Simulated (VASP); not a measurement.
**H4C: single point with PBE+D3(BJ)**

H4C:

```xyz
30
Lattice="7.8912 0.0000 0.0000 0.0000 7.8912 0.0000 0.0000 0.0000 7.8912" Properties=species:S:1:pos:R:3 pbc="T T T"
C     1.8843    2.7213    4.2888
C     1.3515    6.1437    7.5441
C     6.2887    7.7228    7.2904
C     0.6213    2.7443    0.3498
C     6.2780    5.2800    5.2742
C     6.8976    7.4840    2.9506
H     2.5653    3.2167    4.9803
H     1.4802    1.8242    4.7571
H     2.4233    2.4466    3.3825
H     1.0685    3.3977    4.0354
H     0.3594    6.2720    7.9761
H     1.7413    5.1628    7.8147
H     2.0170    6.9171    7.9265
H     1.2883    6.2228    6.4592
H     6.8836    8.3308    7.9714
H     5.4499    7.2861    7.8318
H     6.9086    6.9272    6.8780
H     5.9126    8.3471    6.4803
H     0.2895    1.9160   -0.2758
H     1.1141    3.4929   -0.2700
H     1.3210    2.3756    1.0994
H    -0.2393    3.1925    0.8455
H     5.8863    6.2851    5.4277
H     5.6923    4.7753    4.5063
H     6.2147    4.7192    6.2063
H     7.3185    5.3402    4.9564
H     6.2522    7.1027    2.1597
H     7.0101    6.7255    3.7248
H     6.4526    8.3802    3.3820
H     7.8753    7.7275    2.5358
```

```yaml
Program: VASP 6.6.1
Task: single point
Functional: PBE
Dispersion: D3(BJ)
Potentials_or_basis: VASP PAW PBE potentials, release 64 (C, H)
Cutoff: 520 eV
k_mesh: 1 × 1 × 1
Occupations: fermi-dirac, width 0.02 eV
Spin: no spin polarisation
Dipole_correction: no
Further_INCAR_settings: ALGO = Normal; EDIFF = 1e-06; NBANDS = 45
```

| Item | Value |
| --- | --- |
| Pressure | 0.9 GPa |
| Largest force | 0.357 eV/Å |
| Band gap on the k mesh | 6.85 eV |
| Dispersion energy per atom | -0.022 eV |

Forces on the atoms (eV/Å):
```
C    0.018 -0.007  0.001
C    0.171 -0.043  0.138
C    0.059  0.142  0.055
C    0.039 -0.098 -0.095
C   -0.241 -0.263  0.004
C    0.070 -0.060 -0.013
H    0.136  0.093  0.140
H   -0.083 -0.168  0.093
H    0.105 -0.041 -0.157
H   -0.165  0.124 -0.057
H    0.072 -0.094  0.123
H    0.141  0.054  0.034
H    0.126  0.176  0.053
H   -0.005  0.018 -0.213
H   -0.016  0.077  0.114
H   -0.184 -0.079  0.076
H   -0.099  0.252  0.105
H   -0.100  0.149 -0.155
H   -0.015 -0.064 -0.081
H   -0.030 -0.068 -0.081
H    0.102 -0.077  0.154
H   -0.154  0.103  0.097
H   -0.108 -0.121 -0.118
H   -0.077 -0.151 -0.185
H   -0.017 -0.136  0.200
H    0.188 -0.095  0.039
H   -0.075 -0.056 -0.085
H    0.043  0.150 -0.148
H   -0.079  0.200  0.085
H    0.180  0.083 -0.125
```

Stress tensor (GPa, compression positive):
```
 0.67  0.15  0.14
 0.15  1.08 -0.04
 0.14 -0.04  1.03
```

Levels at points of the mesh, in eV from the valence-band top:
| k point | band 21 | band 22 | band 23 | band 24 | band 25 | band 26 | band 27 | band 28 |
| --- | --- | --- | --- | --- | --- | --- | --- | --- |
| (0.00, 0.00, 0.00) | -0.48 | -0.37 | -0.21 | 0.00 | 6.85 | 8.74 | 9.00 | 9.14 |

Run time: 29 s on 1 thread of AMD EPYC 9R45 96-Core Processor (Zen 5), with other jobs on the host, peak memory 0.43 GiB.

Caveat: the k points lie up to 0.80 Å⁻¹ apart.
